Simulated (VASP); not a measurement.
# HoAuCl4 (P4/mmm) in VASP: notebook

Runs on HoAuCl4. Level: PBE. Tasks: single point, relaxation of cell and atoms.

Everything below comes from runs of VASP 6.6.1. Logs are shortened: lines on timing, memory, paths and dates and some standing lists are left out, and cuts for length are marked.

## Step 1: The cell of the first run

The structure is tetragonal, space group P4/mmm (No. 123). The conventional cell has a = 4.218 Å, b = 4.218 Å, c = 7.270 Å, α = 90.00°, β = 90.00°, γ = 90.00°. Ho (site symmetry 4/mmm) has 6 Cl at 2.01 to 2.11 Å within 2.7 Å. Within 4.5 Å of Au (site symmetry 4/mmm) lie 16 Cl at 3.39 to 4.20 Å and 4 Au at 4.22 Å. Within 2.8 Å of Cl (site symmetry mmm) lie 2 Ho at 2.11 Å. Within 2.7 Å of Cl (site symmetry 4mm) lie 1 Ho at 2.01 Å.

The cell was generated, and may not be a known phase.

## Step 2: Single point, PBE

Input file INCAR:

```
SYSTEM = HoAuCl4
ALGO     = Normal         ! electronic algorithm
EDIFF    = 1E-6           ! SCF threshold, eV
ENCUT    = 500            ! plane-wave cutoff, eV
GGA      = PE             ! functional
GGA_COMPAT= .FALSE.      
ISIF     = 2              ! what is computed and relaxed
ISMEAR   = 0              ! smearing method
LASPH    = .TRUE.         ! aspherical terms in the spheres
LCHARG   = .FALSE.        ! write CHGCAR
LMAXMIX  = 6              ! l up to which the mixer works
LREAL    = .FALSE.        ! projectors in reciprocal space
LWAVE    = .FALSE.        ! write WAVECAR
NBANDS   = 33             ! bands
NELM     = 200            ! most SCF steps
PREC     = Accurate       ! precision mode
SIGMA    = 0.1            ! smearing width, eV
```

Input file KPOINTS:

```
k-points
0
G
  4 4 4
  0 0 0
```

Input file POSCAR:

```
HoAuCl4
1.0
    4.2178820700      0.0000000000      0.0000000000
    0.0000000000      4.2178820700      0.0000000000
    0.0000000000      0.0000000000      7.2700992300
Ho Au Cl
1 1 4
Direct
    0.0000000000      0.0000000000      0.0000000000
    0.5000000000      0.5000000000      0.5000000000
    0.5000000000      0.0000000000      0.0000000000
    0.0000000000      0.5000000000      0.0000000000
    0.0000000000      0.0000000000      0.2770000100
    0.0000000000      0.0000000000      0.7229999900
```

Potentials or basis: VASP PAW PBE potentials, release 64 (Ho_3, Au, Cl), 4f in core.

The run is started by

```bash
$ cat potpaw_PBE.64/Ho_3/POTCAR potpaw_PBE.64/Au/POTCAR potpaw_PBE.64/Cl/POTCAR > POTCAR
$ mpirun -np 1 vasp_std > vasp.out
```

OUTCAR:

```text
SYSTEM = HoAuCl4
   EDIFF = 1E-6
   ENCUT = 500
   GGA = PE
   ISIF = 2
   ISMEAR = 0
   LASPH = .TRUE.
   LREAL = .FALSE.
   NELM = 200
   PREC = Accurate

 ion  position               nearest neighbor table
   1  0.000  0.000  0.000-   5 2.01   6 2.01   3 2.11   4 2.11   4 2.11   3 2.11
   2  0.500  0.500  0.500-
   3  0.500  0.000  0.000-   1 2.11   1 2.11
   4  0.000  0.500  0.000-   1 2.11   1 2.11
   5  0.000  0.000  0.277-   1 2.01
   6  0.000  0.000  0.723-   1 2.01

  LATTYP: Found a simple tetragonal cell.
 ALAT       =     4.2178820700
 C/A-ratio  =     1.7236373870

  Lattice vectors:

 A1 = (   4.2178820700,   0.0000000000,   0.0000000000)
 A2 = (   0.0000000000,   4.2178820700,   0.0000000000)
 A3 = (   0.0000000000,   0.0000000000,   7.2700992300)

Analysis of symmetry for initial positions (statically):
=====================================================================
 Subroutine PRICEL returns:
 Original cell was already a primitive cell.

 Routine SETGRP: Setting up the symmetry group for a
 simple tetragonal supercell.

 Subroutine GETGRP returns: Found 16 space group operations
 (whereof 16 operations were pure point group operations)
 out of a pool of 16 trial point group operations.

The static configuration has the point symmetry D_4h.

Analysis of symmetry for dynamics (positions and initial velocities):
=====================================================================
 Subroutine PRICEL returns:
 Original cell was already a primitive cell.

 Routine SETGRP: Setting up the symmetry group for a
 simple tetragonal supercell.

 Subroutine GETGRP returns: Found 16 space group operations
 (whereof 16 operations were pure point group operations)
 out of a pool of 16 trial point group operations.

The dynamic configuration has the point symmetry D_4h.

 Subroutine INISYM returns: Found 16 space group operations
 (whereof 16 operations are pure point group operations),
 and found     1 'primitive' translations

----------------------------------------------------------------------------------------

                                     Primitive cell

  volume of cell :     129.3389

  direct lattice vectors                    reciprocal lattice vectors
     4.217882070  0.000000000  0.000000000     0.237085813  0.000000000  0.000000000
     0.000000000  4.217882070  0.000000000     0.000000000  0.237085813  0.000000000
     0.000000000  0.000000000  7.270099230     0.000000000  0.000000000  0.137549704

  length of vectors
     4.217882070  4.217882070  7.270099230     0.237085813  0.237085813  0.137549704

  position of ions in fractional coordinates (direct lattice)
     0.000000000  0.000000000  0.000000000
     0.500000000  0.500000000  0.500000000
     0.500000000  0.000000000  0.000000000
     0.000000000  0.500000000  0.000000000
     0.000000000  0.000000000  0.277000010
     0.000000000  0.000000000  0.722999990

  ion indices of the primitive-cell ions
   primitive index   ion index
                 1           1
                 2           2
                 3           3
                 4           4
                 5           5
                 6           6

----------------------------------------------------------------------------------------

 KPOINTS: k-points

Automatic generation of k-mesh.
 Grid dimensions read from file:
 generate k-points for:    4    4    4

 Generating k-lattice:

  Cartesian coordinates                     Fractional coordinates (reciprocal lattice)
     0.059271453  0.000000000  0.000000000     0.250000000  0.000000000  0.000000000
     0.000000000  0.059271453  0.000000000     0.000000000  0.250000000  0.000000000
     0.000000000  0.000000000  0.034387426     0.000000000  0.000000000  0.250000000

  Length of vectors
     0.059271453  0.059271453  0.034387426

  Shift w.r.t. Gamma in fractional coordinates (k-lattice)
     0.000000000  0.000000000  0.000000000

 Subroutine IBZKPT returns following result:
 ===========================================

 Found     18 irreducible k-points:

 Following reciprocal coordinates:
            Coordinates               Weight
  0.000000  0.000000  0.000000      1.000000
  0.250000  0.000000  0.000000      4.000000
  0.500000  0.000000  0.000000      2.000000
  0.250000  0.250000  0.000000      4.000000
  0.500000  0.250000  0.000000      4.000000
  0.500000  0.500000  0.000000      1.000000
[... 10 lines left out ...]
  0.500000  0.250000  0.500000      4.000000
  0.500000  0.500000  0.500000      1.000000
   k-points           NKPTS =     18   k-points in BZ     NKDIM =     18   number of bands    NBANDS=     33
   number of dos      NEDOS =    301   number of ions     NIONS =      6
   total plane-waves  NPLWV =  55296
   dimension x,y,z NGX =    32 NGY =   32 NGZ =   54
   dimension x,y,z NGXF=    64 NGYF=   64 NGZF=  108
   ions per type =               1   1   4
   NGX,Y,Z   is equivalent  to a cutoff of  12.61, 12.61, 12.35 a.u.
   NGXF,Y,Z  is equivalent  to a cutoff of  25.23, 25.23, 24.70 a.u.
 SYSTEM =  HoAuCl4
   PREC   = accura    normal or accurate (medium, high low for compatibility)
   ISTART =      0    job   : 0-new  1-cont  2-samecut
   ICHARG =      2    charge: 1-file 2-atom 10-const
   ISPIN  =      1    spin polarized calculation?
   LNONCOLLINEAR =      F non collinear calculations
   LSORBIT =      F    spin-orbit coupling
   LASPH  =      T    aspherical Exc in radial PAW
   ENCUT  =  500.0 eV  36.75 Ry    6.06 a.u.   7.69  7.69 13.26*2*pi/ulx,y,z
   NELM   =    200;   NELMIN=  2; NELMDL= -5     # of ELM steps
   EDIFF  = 0.1E-05   stopping-criterion for ELM
   LREAL  =      F    real-space projection
   EDIFFG = 0.1E-04   stopping-criterion for IOM
   NSW    =      0    number of steps for IOM
   IBRION =     -1    ionic relax: 0-MD 1-quasi-New 2-CG
   NFREE  =      0    steps in history (QN), initial steepest desc. (CG)
   ISIF   =      2    stress and relaxation
   ISYM   =      2    0-nonsym 1-usesym 2-fastsym
   POTIM  = 0.5000    time-step for ionic-motion
   TEBEG  =    0.0;   TEEND  =   0.0 temperature during run
   PSTRESS=    0.0 pullay stress
   NELECT =      48.0000    total number of electrons
   NUPDOWN=      -1.0000    fix difference up-down
   EMIN   =  10.00;   EMAX   =-10.00  energy-range for DOS
   EFERMI =   0.00;   METHOD = LEGACY
   ISMEAR =     0;   SIGMA  =   0.10  broadening in eV -4-tet -1-fermi 0-gaus
   EFERMI_NEDOS =   21; number of points for ismear=-14 and -15
   IALGO  =     38    algorithm
   IMIX   =      4    mixing-type and parameters
     AMIX     =   0.40;   BMIX     =  1.00
     AMIX_MAG =   1.60;   BMIX_MAG =  1.00
  volume/ion in A,a.u.               =      21.56       145.47
  Fermi-wavevector in a.u.,A,eV,Ry     =   1.176465  2.223196 18.831399  1.384069
  Thomas-Fermi vector in A             =   2.312828
   LORBIT       =      0    0 simple, 1 ext, 2 COOP (PROOUT), +10 PAW based schemes
   GGA     = PE    functional components
   LHFCALC =     F    Hartree Fock is set to
   AEXX    =    0.0000 exact exchange contribution
   IVDW    =     0    specifies the selected vdW correction
   LEPSILON=     F    determine dielectric tensor
   LRPA    =     F    only Hartree local field effects (RPA)
 non-spin polarized calculation
 Gauss-broadening in eV      SIGMA  =   0.10
  energy-cutoff  :      500.00
  volume of cell :      129.34
 maximum number of plane-waves:      3315
 NGX is ok and might be reduce to    32
   NGX = 15   NGY = 15   NGZ = 27

 number of electron      47.9999991 magnetization

 Free energy of the ion-electron system (eV)
  ---------------------------------------------------
  ext. energy  EPLUGINS =         0.00000000
  ---------------------------------------------------
  free energy    TOTEN  =        -6.71602973 eV

  energy without entropy =       -6.68835920  energy(sigma->0) =       -6.70219446

 E-fermi :   3.2913     XC(G=0):  -9.5025

 val. band max:        3.2910175731   @ k =   0.2500   0.2500   0.5000
 cond. band min:       3.2932568010   @ k =   0.5000   0.0000   0.0000
 fundamental gap:      0.0022392279
 Fermi energy:         3.2913058823

 k-point     1 :       0.0000    0.0000    0.0000
  band No.  band energies     occupation
      1     -20.3814      2.00000
      2     -19.1199      2.00000
      3     -19.1199      2.00000
      4     -13.1833      2.00000
      5     -12.4422      2.00000
      6     -12.3381      2.00000
[... 25 lines left out ...]
     32      11.2268      0.00000
     33      11.3670      0.00000

 k-point     2 :       0.2500    0.0000    0.0000
  band No.  band energies     occupation
      1     -20.3715      2.00000
      2     -19.5776      2.00000
      3     -19.1103      2.00000
      4     -12.8999      2.00000
      5     -12.3292      2.00000
      6     -11.3088      2.00000
[... 25 lines left out ...]
     32      11.1456      0.00000
     33      11.4791      0.00000

 k-point     3 :       0.5000    0.0000    0.0000
  band No.  band energies     occupation
      1     -20.3615      2.00000
      2     -19.9487      2.00000
      3     -19.1006      2.00000
      4     -12.8296      2.00000
      5     -12.3042      2.00000
      6      -9.9983      2.00000
[... 25 lines left out ...]
     32      11.5700      0.00000
     33      12.1084      0.00000

 k-point     4 :       0.2500    0.2500    0.0000
  band No.  band energies     occupation
      1     -20.3616      2.00000
      2     -19.5728      2.00000
      3     -19.5602      2.00000
      4     -12.4845      2.00000
      5     -11.4665      2.00000
      6     -11.1643      2.00000
[... 457 lines left out ...]
     32      11.8705      0.00000
     33      12.7002      0.00000

 k-point    17 :       0.5000    0.2500    0.5000
  band No.  band energies     occupation
      1     -20.3543      2.00000
      2     -19.9368      2.00000
      3     -19.5554      2.00000
      4     -12.2762      2.00000
      5     -11.2975      2.00000
      6     -10.2718      2.00000
[... 25 lines left out ...]
     32      12.0353      0.00000
     33      12.4254      0.00000

 k-point    18 :       0.5000    0.5000    0.5000
  band No.  band energies     occupation
      1     -20.3444      2.00000
      2     -19.9249      2.00000
      3     -19.9249      2.00000
      4     -12.2263      2.00000
      5     -10.2483      2.00000
      6      -9.5683      2.00000
[... 25 lines left out ...]
     32      12.4082      0.00000
     33      12.9043      0.00000

------------------------ aborting loop because EDIFF is reached ----------------------------------------

  FORCE on cell =-STRESS in cart. coord.  units (eV):
  Direction    XX          YY          ZZ          XY          YZ          ZX
  --------------------------------------------------------------------------------------
  -------------------------------------------------------------------------------------
  Total       48.1610152     48.1610152     64.6082133      0.0000000     -0.0000000      0.0000000
  in kB      596.5914308    596.5914308    800.3300225      0.0000000     -0.0000000      0.0000000
  external PRESSURE =     664.5042947 kB  Pullay stress =       0.0000000 kB

 VOLUME and BASIS-vectors are now :
 -----------------------------------------------------------------------------
  energy-cutoff  :      500.00
  volume of cell :      129.34
      direct lattice vectors                 reciprocal lattice vectors
     4.217882070  0.000000000  0.000000000     0.237085813  0.000000000  0.000000000
     0.000000000  4.217882070  0.000000000     0.000000000  0.237085813  0.000000000
     0.000000000  0.000000000  7.270099230     0.000000000  0.000000000  0.137549704

 POSITION                                       TOTAL-FORCE (eV/Angst)
 -----------------------------------------------------------------------------------
      0.00000      0.00000      0.00000        -0.000000     -0.000000     -0.000000
      2.10894      2.10894      3.63505        -0.000000     -0.000000     -0.000000
      2.10894      0.00000      0.00000        -0.000000     -0.000000     -0.000000
      0.00000      2.10894      0.00000        -0.000000     -0.000000     -0.000000
      0.00000      0.00000      2.01382        -0.000000     -0.000000     15.668945
      0.00000      0.00000      5.25628         0.000000      0.000000    -15.668945
 -----------------------------------------------------------------------------------
    total drift:                                0.000000      0.000000      0.000000

  FREE ENERGIE OF THE ION-ELECTRON SYSTEM (eV)
  ---------------------------------------------------
  free  energy   TOTEN  =        -6.7160297254 eV

  energy  without entropy=       -6.6883591957  energy(sigma->0) =       -6.70219446
```

It took 49 s on 1 thread of Intel Xeon 6975P-C (Granite Rapids), shared host; peak memory 0.26 GiB.

What came out:

| Quantity | Value |
| --- | --- |
| Free energy | -6.7160 eV |
| Pressure | 66.5 GPa |
| Largest force | 15.669 eV/Å |
| Band gap on the k mesh | zero (bands 24 and 25 overlap by 0.07 eV) |

Forces on the atoms (eV/Å):
```
Ho    0.000   0.000   0.000
Au    0.000   0.000   0.000
Cl    0.000   0.000   0.000
Cl    0.000   0.000   0.000
Cl    0.000   0.000  15.669
Cl    0.000   0.000 -15.669
```

Caveat: the k points lie up to 0.37 Å⁻¹ apart; spin-orbit coupling is left out, which moves the levels of the heavy elements; the 4f electrons are frozen in the core, so they carry no moment and show no levels; the run has no spin polarisation, though such a crystal can be magnetic; forces of over 1 eV/Å act on the atoms, so gaps and moduli don't describe the material at rest. With open d or f shells a metallic result of PBE can be an artefact of self-interaction; +U or a hybrid may open a gap.

## Step 3: Single point, PBE

This run uses another cell than the first one, of 37.66 Å³/atom.

Input file INCAR:

```
PREC = Accurate ; ENCUT = 500
EDIFF = 1E-6 ; ISMEAR = 0
SIGMA = 0.1 ; LREAL = F
LASPH = T ; NELM = 200
ALGO = Normal ; ISIF = 2
LWAVE = F ; LCHARG = F
GGA = PE ; NBANDS = 33
GGA_COMPAT = F ; LMAXMIX = 6
```

Input file KPOINTS:

```
regular mesh
0
Gamma
  4 4 4
```

Input file POSCAR:

```
HoAuCl4
1.0
    5.1401090329      0.0000000000      0.0000000000
    0.0000000000      5.1401090329      0.0000000000
    0.0000000000      0.0000000000      8.5512953089
Ho Au Cl
1 1 4
Direct
    0.0000000000      0.0000000000      0.0000000000
    0.5000000000      0.5000000000      0.5000000000
    0.5000000000      0.0000000000      0.0000000000
    0.0000000000      0.5000000000      0.0000000000
    0.0000000000      0.0000000000      0.3069565596
    0.0000000000      0.0000000000      0.6930434404
```

Potentials or basis: VASP PAW PBE potentials, release 64 (Ho_3, Au, Cl), 4f in core.

The run is started by

```bash
$ cat potpaw_PBE.64/Ho_3/POTCAR potpaw_PBE.64/Au/POTCAR potpaw_PBE.64/Cl/POTCAR > POTCAR
$ mpirun -np 1 vasp_std > vasp.out
```

Run time: 72 s. Hardware: 1 thread of Intel Xeon 6975P-C (Granite Rapids), shared host; peak memory 0.38 GiB.

It converged, with:

```
Free energy            : -21.1331 eV
Pressure               : 0.0 GPa
Largest force          : 0.013 eV/Å
Band gap on the k mesh : 0.14 eV
```

Forces in eV/Å, atoms in the order of the input:
```
Ho   0.000  0.000  0.000
Au   0.000  0.000  0.000
Cl   0.000  0.000  0.000
Cl   0.000  0.000  0.000
Cl   0.000  0.000  0.013
Cl   0.000  0.000 -0.013
```

Levels at points of the mesh, in eV from the valence-band top:
```csv
k point,band 21,band 22,band 23,band 24,band 25,band 26,band 27,band 28
"(0.00, 0.00, 0.00)",-0.59,-0.58,-0.58,0.00,0.14,4.03,4.92,4.92
"(0.50, 0.00, 0.00)",-0.63,-0.43,-0.17,-0.07,0.88,4.98,5.22,5.62
"(0.50, 0.50, 0.00)",-0.30,-0.22,-0.10,-0.10,0.48,5.93,6.06,6.06
"(0.00, 0.00, 0.50)",-0.84,-0.84,-0.31,-0.31,0.37,4.03,4.79,4.79
"(0.50, 0.00, 0.50)",-0.67,-0.63,-0.58,-0.34,0.88,4.88,5.45,5.63
"(0.50, 0.50, 0.50)",-0.47,-0.38,-0.38,-0.30,0.47,5.66,5.66,6.28
```

Caveat: spin-orbit coupling is left out, which moves the levels of the heavy elements; the 4f electrons are frozen in the core, so they carry no moment and show no levels. A k mesh can miss the band edges.

(Part 1 of 2 ends here.)

The gap in the log of VASP goes by the Fermi energy; the results here count the filled bands.